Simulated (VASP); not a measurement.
# Al4VN5 (P1) in VASP: single point with PBE

Aim: the single point of Al4VN5 with PBE.

Everything below comes from runs of VASP 6.6.1. Logs are shortened: lines on timing, memory, paths and dates and some standing lists are left out, and cuts for length are marked.

## Step 1: The cell of the first run

The typed cell holds 20 atoms: a = 4.959 Å, b = 5.038 Å, c = 7.642 Å, α = 84.22°, β = 71.54°, γ = 70.70°.

## Step 2: Single point, PBE

Contents of INCAR:

```
ALGO = Normal ; EDIFF = 1E-7
ENCUT = 520 ; GGA = PE
ISIF = 2 ; ISMEAR = 0
ISYM = 0 ; LASPH = T
LCHARG = F ; LREAL = Auto
LWAVE = F ; NBANDS = 66
NELM = 80 ; PREC = Accurate
SIGMA = 0.1
```

Contents of KPOINTS:

```
k-points
0
Gamma
  5 4 3
```

Contents of POSCAR:

```
Al4VN5
1.0
    2.0063236494      2.0353792841      4.0530891822
   -2.0815211138     -2.0570124152      4.1014829020
    6.1259665250     -4.1108513820      1.9930628244
N Al V
10 8 2
Direct
    0.9511880830      0.7409715379      0.5949296922
    0.8511687201      0.2579146462      0.8037318040
    0.3456064782      0.7309577148      0.8081751468
    0.7511252424      0.7488522890      0.0026793775
    0.1532882080      0.7493471712      0.1992985956
    0.0509009226      0.2503531698      0.3960591210
    0.5573286233      0.7510076813      0.3975999692
    0.4565720703      0.2681092810      0.5903974972
    0.2449689298      0.2481614805      0.0010044706
    0.6490325769      0.2497553675      0.1993299255
    0.0940009797      0.5038303180      0.8039231373
    0.9940442605      0.0001101921      0.0029605786
    0.4012281230      0.9995790071      0.1993548113
    0.3012264094      0.5016120100      0.3972218030
    0.8083043493      0.9990837166      0.3957716655
    0.7081518156      0.4950924125      0.5948276848
    0.5011166299      0.4974219397      0.0013447802
    0.9010921990      0.4995408810      0.1994121406
    0.2142933919      0.0013524058      0.6164709933
    0.5884284180      0.9974884186      0.7819811905
```

Potentials or basis: VASP PAW PBE potentials, release 64 (N, Al, V_sv).

The run is started by

```
> cat potpaw_PBE.64/N/POTCAR potpaw_PBE.64/Al/POTCAR potpaw_PBE.64/V_sv/POTCAR > POTCAR
> mpirun -np 1 vasp_std > vasp.out
```

OUTCAR:

```text
EDIFF = 1E-7
   ENCUT = 520
   GGA = PE
   ISIF = 2
   ISMEAR = 0
   ISYM = 0
   LASPH = T
   LREAL = Auto
   NELM = 80
   PREC = Accurate

 ion  position               nearest neighbor table
   1  0.951  0.741  0.595-  16 1.99  14 2.02  20 2.04  15 2.05  11 2.06  19 2.18
   2  0.851  0.258  0.804-  11 1.99  17 2.02  19 2.04  12 2.05  16 2.06  20 2.18
   3  0.346  0.731  0.808-  11 1.96  17 1.98  19 2.01  20 2.04  12 2.07  16 2.10
   4  0.751  0.749  0.003-  12 2.02  11 2.02  18 2.03  13 2.04  17 2.05  20 2.20
   5  0.153  0.749  0.199-  15 2.02  14 2.03  13 2.03  17 2.04  12 2.04  18 2.05
   6  0.051  0.250  0.396-  15 2.01  16 2.02  18 2.02  13 2.04  14 2.05  19 2.20
   7  0.557  0.751  0.398-  15 2.03  18 2.03  16 2.04  13 2.05  14 2.06  19 2.12
   8  0.457  0.268  0.590-  16 1.96  14 1.98  20 2.01  19 2.04  15 2.07  11 2.10
   9  0.245  0.248  0.001-  12 2.03  18 2.03  11 2.04  13 2.05  17 2.06  20 2.12
  10  0.649  0.250  0.199-  12 2.02  17 2.03  13 2.03  14 2.04  15 2.04  18 2.05
  11  0.094  0.504  0.804-   3 1.96   2 1.99   4 2.02   9 2.04   1 2.06   8 2.10  19 2.83  17 2.86
                            18 2.87  16 2.87  17 2.87  20 2.87  12 2.88  19 2.90  20 2.93  12 2.93
  12  0.994  0.000  0.003-   4 2.02  10 2.02   9 2.03   5 2.04   2 2.05   3 2.07  19 2.81  13 2.85
                            15 2.85  17 2.87  13 2.87  11 2.88  18 2.89  20 2.89  18 2.90  17 2.92
  13  0.401  1.000  0.199-  10 2.03   5 2.03   4 2.04   6 2.04   7 2.05   9 2.05  12 2.85  15 2.85
                            15 2.87  12 2.87  18 2.89  18 2.89  14 2.90  17 2.90  17 2.90  14 2.90
  14  0.301  0.502  0.397-   8 1.98   1 2.02   5 2.03  10 2.04   6 2.05   7 2.06  18 2.85  16 2.86
                            15 2.87  16 2.87  17 2.87  18 2.88  13 2.90  13 2.90  15 2.92  11 2.95
  15  0.808  0.999  0.396-   6 2.01   5 2.02   7 2.03  10 2.04   1 2.05   8 2.07  20 2.80  12 2.85
                            13 2.85  14 2.87  13 2.87  16 2.88  18 2.89  19 2.89  18 2.90  14 2.92
  16  0.708  0.495  0.595-   8 1.96   1 1.99   6 2.02   7 2.04   2 2.06   3 2.10  20 2.83  14 2.86
                            18 2.87  11 2.87  19 2.87  14 2.87  15 2.88  20 2.90  19 2.93  15 2.93
  17  0.501  0.497  0.001-   3 1.98   2 2.02  10 2.03   5 2.04   4 2.05   9 2.06  18 2.85  11 2.86
                            12 2.87  11 2.87  14 2.87  18 2.88  13 2.90  13 2.90  12 2.92  16 2.95
  18  0.901  0.500  0.199-   6 2.02   4 2.03   7 2.03   9 2.03  10 2.05   5 2.05  14 2.85  17 2.85
                            16 2.87  11 2.87  14 2.88  17 2.88  12 2.89  15 2.89  13 2.89  13 2.89
  19  0.214  0.001  0.616-   3 2.01   8 2.04   2 2.04   7 2.12   1 2.18   6 2.20  20 2.55  12 2.81
                            11 2.83  16 2.87  15 2.89  11 2.90  16 2.93  14 2.96  14 3.00  15 3.01
  20  0.588  0.997  0.782-   8 2.01   3 2.04   1 2.04   9 2.12   2 2.18   4 2.20  19 2.55  15 2.80
                            16 2.83  11 2.87  12 2.89  16 2.90  11 2.93  17 2.96  17 3.00  12 3.01

IMPORTANT INFORMATION: All symmetrisations will be switched off!
NOSYMM: (Re-)initialisation of all symmetry stuff for point group C_1.

----------------------------------------------------------------------------------------

                                     Primitive cell

  volume of cell :     170.9417

  direct lattice vectors                    reciprocal lattice vectors
     2.006323649  2.035379284  4.053089182     0.074650211  0.171252272  0.123773292
    -2.081521114 -2.057012415  4.101482902    -0.121200911 -0.121856535  0.121189665
     6.125966525 -4.110851382  1.993062824     0.097608314 -0.097492278  0.000641460

  length of vectors
     4.959398687  5.038471218  7.641914968     0.224097796  0.210298861  0.137958467

  position of ions in fractional coordinates (direct lattice)
     0.951188083  0.740971538  0.594929692
     0.851168720  0.257914646  0.803731804
     0.345606478  0.730957715  0.808175147
     0.751125242  0.748852289  0.002679378
     0.153288208  0.749347171  0.199298596
     0.050900923  0.250353170  0.396059121
[... 12 lines left out ...]
     0.214293392  0.001352406  0.616470993
     0.588428418  0.997488419  0.781981190

  ion indices of the primitive-cell ions
   primitive index   ion index
                 1           1
                 2           2
                 3           3
                 4           4
                 5           5
                 6           6
[... 12 lines left out ...]
                19          19
                20          20

----------------------------------------------------------------------------------------

 KPOINTS: k-points

Automatic generation of k-mesh.
 Grid dimensions read from file:
 generate k-points for:    5    4    3

 Generating k-lattice:

  Cartesian coordinates                     Fractional coordinates (reciprocal lattice)
     0.014930042  0.034250454  0.024754658     0.200000000  0.000000000  0.000000000
    -0.030300228 -0.030464134  0.030297416    -0.000000000  0.250000000  0.000000000
     0.032536105 -0.032497426  0.000213820    -0.000000000  0.000000000  0.333333333

  Length of vectors
     0.044819559  0.052574715  0.045986156

  Shift w.r.t. Gamma in fractional coordinates (k-lattice)
     0.000000000  0.000000000  0.000000000

 Subroutine IBZKPT returns following result:
 ===========================================

 Found     31 irreducible k-points:

 Following reciprocal coordinates:
            Coordinates               Weight
  0.000000  0.000000  0.000000      1.000000
  0.200000 -0.000000  0.000000      2.000000
  0.400000  0.000000  0.000000      2.000000
 -0.000000  0.250000 -0.000000      2.000000
  0.200000  0.250000  0.000000      2.000000
  0.400000  0.250000  0.000000      2.000000
[... 16 lines left out ...]
  0.200000  0.500000  0.333333      2.000000
  0.400000  0.500000  0.333333      2.000000
 [... further k-points ...]
   k-points           NKPTS =     31   k-points in BZ     NKDIM =     31   number of bands    NBANDS=     66
   number of dos      NEDOS =    301   number of ions     NIONS =     20
   total plane-waves  NPLWV =  96000
   dimension x,y,z NGX =    40 NGY =   40 NGZ =   60
   dimension x,y,z NGXF=    80 NGYF=   80 NGZF=  120
   ions per type =              10   8   2
   NGX,Y,Z   is equivalent  to a cutoff of  13.41, 13.20, 13.05 a.u.
   NGXF,Y,Z  is equivalent  to a cutoff of  26.82, 26.40, 26.11 a.u.
 SYSTEM =  unknown system
   PREC   = accura    normal or accurate (medium, high low for compatibility)
   ISTART =      0    job   : 0-new  1-cont  2-samecut
   ICHARG =      2    charge: 1-file 2-atom 10-const
   ISPIN  =      1    spin polarized calculation?
   LNONCOLLINEAR =      F non collinear calculations
   LSORBIT =      F    spin-orbit coupling
   LASPH  =      T    aspherical Exc in radial PAW
   ENCUT  =  520.0 eV  38.22 Ry    6.18 a.u.   9.22  9.37 14.21*2*pi/ulx,y,z
   NELM   =     80;   NELMIN=  2; NELMDL= -5     # of ELM steps
   EDIFF  = 0.1E-06   stopping-criterion for ELM
   LREAL  =      T    real-space projection
   EDIFFG = 0.1E-05   stopping-criterion for IOM
   NSW    =      0    number of steps for IOM
   IBRION =     -1    ionic relax: 0-MD 1-quasi-New 2-CG
   NFREE  =      0    steps in history (QN), initial steepest desc. (CG)
   ISIF   =      2    stress and relaxation
   ISYM   =      0    0-nonsym 1-usesym 2-fastsym
   POTIM  = 0.5000    time-step for ionic-motion
   TEBEG  =    0.0;   TEEND  =   0.0 temperature during run
   PSTRESS=    0.0 pullay stress
   NELECT =     100.0000    total number of electrons
   NUPDOWN=      -1.0000    fix difference up-down
   EMIN   =  10.00;   EMAX   =-10.00  energy-range for DOS
   EFERMI =   0.00;   METHOD = LEGACY
   ISMEAR =     0;   SIGMA  =   0.10  broadening in eV -4-tet -1-fermi 0-gaus
   EFERMI_NEDOS =   21; number of points for ismear=-14 and -15
   IALGO  =     38    algorithm
   IMIX   =      4    mixing-type and parameters
     AMIX     =   0.40;   BMIX     =  1.00
     AMIX_MAG =   1.60;   BMIX_MAG =  1.00
  volume/ion in A,a.u.               =       8.55        57.68
  Fermi-wavevector in a.u.,A,eV,Ry     =   1.369175  2.587365 25.506015  1.874639
  Thomas-Fermi vector in A             =   2.495073
   LORBIT       =      0    0 simple, 1 ext, 2 COOP (PROOUT), +10 PAW based schemes
   GGA     = PE    functional components
   LHFCALC =     F    Hartree Fock is set to
   AEXX    =    0.0000 exact exchange contribution
   IVDW    =     0    specifies the selected vdW correction
   LEPSILON=     F    determine dielectric tensor
   LRPA    =     F    only Hartree local field effects (RPA)
 non-spin polarized calculation
 Gauss-broadening in eV      SIGMA  =   0.10
  energy-cutoff  :      520.00
  volume of cell :      170.94
 maximum number of plane-waves:      4624
 NGX is ok and might be reduce to    40
   NGX = 19   NGY = 19   NGZ = 29

 number of electron     100.0000000 magnetization

 number of electron      99.9999996 magnetization

 Free energy of the ion-electron system (eV)
  ---------------------------------------------------
  ext. energy  EPLUGINS =         0.00000000
  ---------------------------------------------------
  free energy    TOTEN  =      -153.51635422 eV

  energy without entropy =     -153.49437955  energy(sigma->0) =     -153.50536689

 E-fermi :  11.2549     XC(G=0): -12.4525

 val. band max:       11.2545101518   @ k =   0.2000  -0.2500   0.3333
 cond. band min:      11.2928198421   @ k =   0.4000   0.5000   0.3333
 fundamental gap:      0.0383096903
 Fermi energy:        11.2548854363

 k-point     1 :       0.0000    0.0000    0.0000
  band No.  band energies     occupation
      1     -53.7191      2.00000
      2     -53.6559      2.00000
      3     -27.8021      2.00000
      4     -27.7976      2.00000
      5     -27.6258      2.00000
      6     -27.5708      2.00000
[... 54 lines left out ...]
     61      16.2361      0.00000
     62      16.7228      0.00000

 k-point     2 :       0.2000   -0.0000    0.0000
  band No.  band energies     occupation
      1     -53.7161      2.00000
      2     -53.6588      2.00000
      3     -27.8239      2.00000
      4     -27.7743      2.00000
      5     -27.6258      2.00000
      6     -27.5698      2.00000
[... 1429 lines left out ...]
      6     -27.5724      2.00000
[... 54 lines left out ...]
     61      16.1259      0.00000
     62      16.6983      0.00000

 [... further k-points ...]

 [bands above 62 left out]

------------------------ aborting loop because EDIFF is reached ----------------------------------------

  FORCE on cell =-STRESS in cart. coord.  units (eV):
  Direction    XX          YY          ZZ          XY          YZ          ZX
  --------------------------------------------------------------------------------------
  -------------------------------------------------------------------------------------
  Total       -0.1322803     -0.0792069     -0.1496745      0.0335093     -0.0391731      0.0359164
  in kB       -1.2398173     -0.7423788     -1.4028471      0.3140707     -0.3671560      0.3366322
  external PRESSURE =      -1.1283477 kB  Pullay stress =       0.0000000 kB

 VOLUME and BASIS-vectors are now :
 -----------------------------------------------------------------------------
  energy-cutoff  :      520.00
  volume of cell :      170.94
      direct lattice vectors                 reciprocal lattice vectors
     2.006323649  2.035379284  4.053089182     0.074650211  0.171252272  0.123773292
    -2.081521114 -2.057012415  4.101482902    -0.121200911 -0.121856535  0.121189665
     6.125966525 -4.110851382  1.993062824     0.097608314 -0.097492278  0.000641460

 POSITION                                       TOTAL-FORCE (eV/Angst)
 -----------------------------------------------------------------------------------
      4.01056     -2.03383      8.08006        -0.011144      0.038025     -0.019645
      6.09450     -2.10210      6.10958         0.004561     -0.036489      0.022467
      4.12275     -4.12244      6.00953         0.022357     -0.004375      0.005155
     -0.03534     -0.02259      6.12112         0.011594      0.003111      0.004730
     -0.03134     -2.04870      4.09194         0.001330     -0.000809     -0.005903
      2.00725     -2.03952      2.02250        -0.007823      0.016380      0.002255
[... 12 lines left out ...]
      4.20361     -2.10083      2.10276        -0.026543     -0.005774     -0.050958
      3.89468     -4.06878      8.03467         0.029597     -0.026977      0.039222
 -----------------------------------------------------------------------------------
    total drift:                               -0.000272     -0.010461      0.001071

  FREE ENERGIE OF THE ION-ELECTRON SYSTEM (eV)
  ---------------------------------------------------
  free  energy   TOTEN  =      -153.5163542250 eV

  energy  without entropy=     -153.4943795478  energy(sigma->0) =     -153.50536689
```

Run time: 12 min. Hardware: 1 thread of AMD EPYC 7R13 (Zen 3), shared host; peak memory 0.39 GiB.

Results:

* Free energy: -153.5164 eV
* Pressure: -0.1 GPa
* Largest force: 0.058 eV/Å
* Band gap on the k mesh: zero (bands 50 and 51 overlap by 0.41 eV)

Forces in eV/Å, atoms in the order of the input:
```
N   -0.011  0.038 -0.020
N    0.005 -0.036  0.022
N    0.022 -0.004  0.005
N    0.012  0.003  0.005
N    0.001 -0.001 -0.006
N   -0.008  0.016  0.002
N   -0.001  0.012 -0.006
N   -0.015  0.012  0.004
N    0.009 -0.013  0.004
N    0.002 -0.006  0.005
Al  -0.019 -0.010 -0.012
Al  -0.015  0.016 -0.015
Al  -0.007  0.001 -0.007
Al   0.001 -0.019 -0.006
Al   0.013 -0.004  0.007
Al   0.021  0.012  0.020
Al  -0.005  0.011  0.005
Al  -0.008  0.005  0.004
V   -0.027 -0.006 -0.051
V    0.030 -0.027  0.039
```

Caveat: the run has no spin polarisation, though such a crystal can be magnetic. With open d or f shells a metallic result of PBE can be an artefact of self-interaction; +U or a hybrid may open a gap.

The gap in the log of VASP goes by the Fermi energy; the results here count the filled bands.